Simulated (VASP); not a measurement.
Set up this calculation in VASP 6.6.1, as the native input.

```yaml
Task: single point
Functional: PBEsol
Potentials_or_basis: VASP PAW PBE potentials, release 64 (As)
Cutoff: 520 eV
k_mesh: 15 × 15 × 15
Occupations: fermi-dirac, width 0.1 eV
Spin: no spin polarisation
Dipole_correction: no
Further_INCAR_settings: ALGO = Normal; EDIFF = 1e-06; NBANDS = 8
```

The structure of As lies in POSCAR:

```
As
1.0
    0.0000000000      2.1246475046      2.1246475046
    2.1246475046      0.0000000000      2.1246475046
    2.1246475046      2.1246475046      0.0000000000
As
1
Direct
    0.0000000000      0.0000000000      0.0000000000
```

This cell differs from its parent crystal: volume scaled by 1.04.

One way to write it, as run:

INCAR

```
SYSTEM = As
PREC = Accurate
ENCUT = 520
EDIFF = 1E-6
ISMEAR = -1
SIGMA = 0.1
LREAL = .False.
LASPH = .True.
NELM = 80
ALGO = Normal
ISIF = 2
LWAVE = .False.
LCHARG = .True.
GGA = PS
LELF = .True.
LVHAR = .True.
NBANDS = 8
```

KPOINTS

```
regular mesh
0
Gamma
  15 15 15
  0 0 0
```

Potentials or basis: VASP PAW PBE potentials, release 64 (As).

Run with:

```sh
$ cat potpaw_PBE.64/As/POTCAR > POTCAR
$ mpirun -np 1 vasp_std > vasp.out
```

It gave:

```json
{
  "Pressure": "-3.1 GPa"
}
```

Caveat: the PAW data sets were made with another functional, which shifts forces and pressure a little.

Wall time 14 s on 1 thread of Intel(R) Xeon(R) Platinum 8259CL CPU @ 2.50GHz (Skylake/Cascade Lake) (shared host), peak memory 0.15 GiB.
